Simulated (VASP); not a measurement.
# Al3BAs2 (P4mm) in VASP: a series of runs, part 2 of 2

VASP 6.6.1. Earlier steps stand in the parts before.

### 4 Single point, PBE

This run uses another cell than the first one, of 18.67 Å³/atom, 1.022 times its volume.

Contents of INCAR:

```
SYSTEM = Al3BAs2
PREC     = Accurate       ! precision mode
ENCUT    = 520            ! plane-wave cutoff, eV
EDIFF    = 1E-7           ! SCF threshold, eV
ISMEAR   = 0              ! smearing method
SIGMA    = 0.1            ! smearing width, eV
LREAL    = .FALSE.        ! projectors in reciprocal space
LASPH    = .TRUE.         ! aspherical terms in the spheres
NELM     = 100            ! most SCF steps
ALGO     = Normal         ! electronic algorithm
ISIF     = 2              ! what is computed and relaxed
LWAVE    = .FALSE.        ! write WAVECAR
LCHARG   = .FALSE.        ! write CHGCAR
GGA      = PE             ! functional
NBANDS   = 20             ! bands
```

Contents of KPOINTS:

```
Automatic mesh
0
G
  8 8 8
  0 0 0
```

Contents of POSCAR:

```
Al3BAs2
1.0
    4.3697293109      0.0000000000      0.0000000000
    0.0000000000      4.3697293109      0.0000000000
    0.0000000000      0.0000000000      5.8667864825
Al B As
3 1 2
Direct
    0.0000000000      0.0000000000      0.6794255544
    0.5000000000      0.0000000000      0.9678103320
    0.0000000000      0.5000000000      0.9678103320
    0.5000000000      0.5000000000      0.8993263978
    0.0000000000      0.0000000000      0.2547217801
    0.5000000000      0.5000000000      0.2803725336
```

The run is started by

```
cat potpaw_PBE.64/Al/POTCAR potpaw_PBE.64/B/POTCAR potpaw_PBE.64/As/POTCAR > POTCAR
mpirun -np 1 vasp_std > vasp.out
```

It took 83 s on 1 thread of Intel Xeon Platinum 8488C (Sapphire Rapids), shared host; peak memory 0.31 GiB.

It converged, with:

```
Free energy            : -24.6797 eV
Pressure               : 0.1 GPa
Largest force          : 0.029 eV/Å
Band gap on the k mesh : zero (band 11 reaches 7.26 eV, above the bottom of band 12 at 4.82 eV)
```

Forces in eV/Å, atoms in the order of the input:
```
Al   0.000  0.000  0.009
Al   0.000  0.000 -0.015
Al   0.000  0.000 -0.015
B    0.000  0.000 -0.013
As   0.000  0.000  0.007
As   0.000  0.000  0.029
```

Stress tensor (GPa, compression positive):
```
0.02 0.00 0.00
0.00 0.02 0.00
0.00 0.00 0.12
```

Levels at points of the mesh, in eV from the Fermi level:
| k point | band 9 | band 10 | band 11 | band 12 | band 13 | band 14 |
| --- | --- | --- | --- | --- | --- | --- |
| (0.00, 0.00, 0.00) | -1.60 | -1.60 | -0.94 | 0.86 | 0.86 | 2.13 |
| (0.50, 0.00, 0.00) | -2.84 | -2.76 | -0.13 | 0.50 | 1.06 | 1.20 |
| (0.50, 0.50, 0.00) | -3.58 | -2.80 | -0.18 | -0.18 | 2.45 | 2.45 |
| (0.00, 0.00, 0.50) | -2.24 | -1.58 | -0.36 | 0.99 | 0.99 | 1.09 |
| (0.50, 0.00, 0.50) | -2.13 | -2.07 | -0.55 | -0.09 | 0.07 | 0.26 |
| (0.50, 0.50, 0.50) | -1.21 | -0.69 | 1.54 | 1.98 | 1.98 | 2.67 |

### 5 Single point, PBE

This run uses another cell than the first one, of 18.65 Å³/atom, 1.021 times its volume.

Contents of INCAR:

```
SYSTEM = Al3BAs2
PREC = Accurate ; ENCUT = 520
EDIFF = 1E-6 ; ISMEAR = 0
SIGMA = 0.1 ; LREAL = .FALSE.
LASPH = .TRUE. ; NELM = 80
ALGO = Normal ; ISIF = 2
LWAVE = .FALSE. ; LCHARG = .FALSE.
GGA = PE ; NBANDS = 20
```

Contents of KPOINTS:

```
Automatic mesh
0
G
  10 10 6
  0 0 0
```

Contents of POSCAR:

```
Al3BAs2
1.0
    4.3911905356      0.0000000000      0.0000000000
    0.0000000000      4.3911905356      0.0000000000
    0.0000000000      0.0000000000      5.8036861095
Al B As
3 1 2
Direct
    0.0000000000      0.0000000000      0.6838653714
    0.5000000000      0.0000000000      0.9689681134
    0.0000000000      0.5000000000      0.9689681134
    0.5000000000      0.5000000000      0.8952021575
    0.0000000000      0.0000000000      0.2556294281
    0.5000000000      0.5000000000      0.2768337461
```

The run is started by

```
cat potpaw_PBE.64/Al/POTCAR potpaw_PBE.64/B/POTCAR potpaw_PBE.64/As/POTCAR > POTCAR
mpirun -np 1 vasp_std > vasp.out
```

Wall time 1.8 min (1 thread of Intel Xeon Platinum 8488C (Sapphire Rapids), shared host); peak memory 0.35 GiB.

It converged, with:

```
Free energy            : -24.6778 eV
Pressure               : 0.1 GPa
Largest force          : 0.030 eV/Å
Band gap on the k mesh : zero (band 11 reaches 7.32 eV, above the bottom of band 12 at 4.94 eV)
```

Forces in eV/Å, atoms in the order of the input:
```
Al   0.000  0.000  0.017
Al   0.000  0.000 -0.009
Al   0.000  0.000 -0.009
B    0.000  0.000 -0.022
As   0.000  0.000 -0.007
As   0.000  0.000  0.030
```

Stress tensor (GPa, compression positive):
```
0.05 0.00 0.00
0.00 0.05 0.00
0.00 0.00 0.16
```

Levels at points of the mesh, in eV from the Fermi level:
| k point | band 8 | band 9 | band 10 | band 11 | band 12 | band 13 | band 14 | band 15 |
| --- | --- | --- | --- | --- | --- | --- | --- | --- |
| (0.00, 0.00, 0.00) | -1.81 | -1.53 | -1.53 | -0.96 | 0.75 | 0.75 | 2.14 | 2.63 |
| (0.50, 0.00, 0.00) | -3.08 | -2.88 | -2.81 | -0.07 | 0.55 | 1.04 | 1.21 | 2.80 |
| (0.50, 0.50, 0.00) | -3.50 | -3.50 | -2.79 | -0.06 | -0.06 | 2.37 | 2.37 | 5.19 |
| (0.00, 0.00, 0.50) | -2.21 | -2.21 | -1.62 | -0.19 | 0.90 | 0.90 | 1.15 | 1.27 |
| (0.50, 0.00, 0.50) | -2.65 | -2.04 | -2.01 | -0.52 | -0.03 | 0.04 | 0.45 | 1.37 |
| (0.50, 0.50, 0.50) | -4.42 | -1.12 | -0.57 | 1.70 | 2.01 | 2.01 | 2.82 | 3.10 |

### 6 Relaxation of cell and atoms, PBE

This run uses another cell than the first one, of 19.73 Å³/atom, 1.080 times its volume.

Contents of INCAR:

```
SYSTEM = Al3BAs2
PREC     = Accurate       ! precision mode
ENCUT    = 600            ! plane-wave cutoff, eV
EDIFF    = 1E-6           ! SCF threshold, eV
ISMEAR   = 0              ! smearing method
SIGMA    = 0.1            ! smearing width, eV
LREAL    = .FALSE.        ! projectors in reciprocal space
LASPH    = .TRUE.         ! aspherical terms in the spheres
NELM     = 80             ! most SCF steps
ALGO     = Normal         ! electronic algorithm
ISIF     = 3              ! what is computed and relaxed
LWAVE    = .FALSE.        ! write WAVECAR
LCHARG   = .FALSE.        ! write CHGCAR
GGA      = PE             ! functional
IBRION   = 2              ! ionic algorithm
NSW      = 90             ! ionic steps
EDIFFG   = -0.04          ! ionic threshold
```

Contents of KPOINTS:

```
Automatic mesh
0
G
  4 4 4
  0 0 0
```

Contents of POSCAR:

```
Al3BAs2
1.0
    4.6491321200      0.0000000000      0.0000000000
    0.0000000000      4.6491321200      0.0000000000
    0.0000000000      0.0000000000      5.4770591500
Al B As
3 1 2
Direct
    0.0000000000      0.0000000000      0.7487399500
    0.5000000000      0.0000000000      0.9297223300
    0.0000000000      0.5000000000      0.9297223300
    0.5000000000      0.5000000000      0.8122142400
    0.0000000000      0.0000000000      0.4218725500
    0.5000000000      0.5000000000      0.2071955300
```

Potentials or basis: VASP PAW PBE potentials, release 64 (Al, B, As).

The run is started by

```
cat potpaw_PBE.64/Al/POTCAR potpaw_PBE.64/B/POTCAR potpaw_PBE.64/As/POTCAR > POTCAR
mpirun -np 1 vasp_std > vasp.out
```

Run time: 7.4 min. Hardware: 1 thread of Intel Xeon Platinum 8488C (Sapphire Rapids), shared host; peak memory 0.3 GiB.

It converged, with:

- Free energy: -24.4126 eV
- Relaxed volume: 18.79 Å³/atom
- Relaxed cell: a = 4.528 Å, b = 4.528 Å, c = 5.498 Å, α = 90.00°, β = 90.00°, γ = 90.00°
- Space group after relaxing (to 0.05 Å): P4mm (No. 99)
- Energy gained by relaxing: 944.4 meV/atom
- Ionic steps: 24
- Pressure after relaxing: 0.0 GPa
- Largest force after relaxing: 0.027 eV/Å
- Band gap on the k mesh: zero (band 11 reaches 6.87 eV, above the bottom of band 12 at 5.07 eV)

Forces in eV/Å, atoms in the order of the input:
```
Al   0.000  0.000 -0.027
Al   0.000  0.000  0.004
Al   0.000  0.000  0.004
B    0.000  0.000  0.002
As   0.000  0.000  0.002
As   0.000  0.000  0.014
```

Stress tensor (GPa, compression positive):
```
 0.02  0.00  0.00
 0.00  0.02  0.00
 0.00  0.00 -0.06
```

The path:
| step | energy change (eV) | largest force (eV/Å) | pressure (GPa) | volume (Å³) |
| --- | --- | --- | --- | --- |
| 1 | 0.0000 | 18.4169 | 13.39 | 118.38 |
| 2 | -2.6046 | 1.4207 | 0.02 | 146.46 |
| 3 | -2.6509 | 1.3578 | -0.26 | 145.37 |
| 4 | -2.6878 | 1.3274 | -0.48 | 144.41 |
| 5 | -3.2627 | 2.2936 | -2.29 | 131.44 |
| 6 | -3.6014 | 1.9259 | -1.06 | 124.92 |
| 7 | -3.5934 | 1.9743 | -0.45 | 123.81 |
| 8 | -3.6032 | 1.8120 | -0.90 | 124.60 |
| 9 | -3.9788 | 1.7522 | -1.14 | 123.18 |
| 10 | -4.9325 | 1.2575 | -1.45 | 118.97 |
| 11 | -5.5321 | 1.2994 | 2.78 | 110.84 |
| 12 | -5.5583 | 1.0389 | 0.70 | 112.84 |
| 13 | -5.5696 | 1.0853 | 1.24 | 112.22 |
| 14 | -5.5572 | 0.6645 | -2.74 | 116.58 |
| 15 | -5.6244 | 0.2738 | -0.81 | 114.18 |
| 16 | -5.6483 | 0.1867 | 0.28 | 111.99 |
| 17 | -5.6495 | 0.2343 | 0.63 | 111.37 |
| 18 | -5.6611 | 0.1624 | -0.12 | 112.29 |
| 19 | -5.6616 | 0.1623 | 0.00 | 112.13 |
| 20 | -5.6645 | 0.0396 | 0.15 | 112.27 |
| 21 | -5.6650 | 0.0908 | 0.23 | 112.35 |
| 22 | -5.6655 | 0.0508 | -0.31 | 113.26 |
| 23 | -5.6659 | 0.0435 | -0.10 | 112.90 |
| 24 | -5.6662 | 0.0266 | 0.00 | 112.73 |

Final structure:
```cif
data_structure
_symmetry_space_group_name_H-M 'P 1'
_symmetry_Int_Tables_number 1
_cell_length_a 4.5282
_cell_length_b 4.5282
_cell_length_c 5.4978
_cell_angle_alpha 90.000
_cell_angle_beta 90.000
_cell_angle_gamma 90.000
_cell_volume 112.73
loop_
_atom_site_label
_atom_site_type_symbol
_atom_site_fract_x
_atom_site_fract_y
_atom_site_fract_z
_atom_site_occupancy
Al1 Al 0.00000 0.00000 0.68684 1
Al2 Al 0.50000 0.00000 0.97132 1
Al3 Al 0.00000 0.50000 0.97132 1
B1 B 0.50000 0.50000 0.90311 1
As1 As 0.00000 0.00000 0.23004 1
As2 As 0.50000 0.50000 0.28682 1
```

Levels at points of the mesh, in eV from the Fermi level:
```tsv
k point	band 6	band 7	band 8	band 9	band 10	band 11	band 12	band 13	band 14	band 15
(0.00, 0.00, 0.00)	-5.07	-3.32	-2.05	-0.92	-0.92	-0.84	0.32	0.32	2.36	2.62
(0.50, 0.00, 0.00)	-3.99	-3.69	-3.19	-3.14	-3.13	0.50	0.81	1.17	1.55	3.16
(0.50, 0.50, 0.00)	-4.73	-3.58	-2.73	-2.73	-2.61	0.43	0.43	1.60	1.60	5.50
(0.00, 0.00, 0.50)	-4.54	-1.93	-1.82	-1.76	-1.76	0.28	0.28	0.70	1.30	1.73
(0.50, 0.00, 0.50)	-3.53	-3.45	-2.93	-1.53	-1.24	-0.17	0.16	0.37	1.09	1.96
(0.50, 0.50, 0.50)	-6.49	-3.92	-3.92	-0.46	0.46	1.53	1.53	2.48	3.41	3.41
```

### 7 Overview

| task | cell | k mesh | cutoff (eV) | gap on the mesh (eV) | pressure (GPa) | largest force (eV/Å) |
| --- | --- | --- | --- | --- | --- | --- |
| single point | a = 4.298, b = 4.298, c = 5.932 Å, 6 atoms | 4 × 4 × 4 | 520 | none | 0.1 | 0.03 |
| single point | a = 4.649, b = 4.649, c = 5.477 Å, 6 atoms | 4 × 4 × 4 | 520 | none | 13.4 | 18.42 |
| single point | a = 4.370, b = 4.370, c = 5.867 Å, 6 atoms | 8 × 8 × 8 | 520 | none | 0.1 | 0.03 |
| single point | a = 4.391, b = 4.391, c = 5.804 Å, 6 atoms | 10 × 10 × 6 | 520 | none | 0.1 | 0.03 |
| relaxation of cell and atoms | relaxed from a = 4.649, b = 4.649, c = 5.477 Å, 6 atoms | 4 × 4 × 4 | 600 | none | 0.0 | 0.03 |

Alike in all rows: level PBE; potentials or basis VASP PAW PBE potentials, release 64 (Al, B, As); no spin polarisation; smearing gaussian 0.1 eV.

Caveats: some runs use coarse meshes; forces of over 1 eV/Å act on the atoms, so gaps and moduli don't describe the material at rest (some runs).

Total energies depend on the potentials used, so only differences within one code and one set of settings carry meaning.
